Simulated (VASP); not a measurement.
The system is TiN.

```
CELL_PARAMETERS angstrom
0.00000 2.18286 2.18286
2.18286 0.00000 2.18286
2.18286 2.18286 0.00000
ATOMIC_POSITIONS crystal
Ti 0.00000 0.00000 0.00000
N 0.50000 0.50000 0.50000
```

Base run:

| Property | Result |
| --- | --- |
| Program | VASP 6.6.1 |
| Functional | PBEsol |
| Potentials or basis | VASP PAW PBE potentials, release 64 (Ti_sv, N) |
| Cutoff | 520 eV |
| k mesh | 20 × 20 × 20 |
| Occupations | gaussian, width 0.15 eV |
| Spin | collinear spin |
| Starting moments | [0.25, 0.0] μB |
| Fixed moment | 0.25 μB |

Its results: pressure -25.8 GPa; site moments Ti +0.20; N +0.01 μB.

The run is repeated on the same cell with these changes: fixed moment from 0.25 μB to 0.875 μB; moments at the start from [0.25, 0.0] to [0.88, 0.0]. What comes out?

Pressure -21.0 GPa; site moments Ti +0.67; N +0.03 μB.

Caveats: the cell stands under tension; the PAW data sets were made with another functional, which shifts forces and pressure a little; the total moment is fixed, so each spin has its own Fermi level and the state may be an excited one.
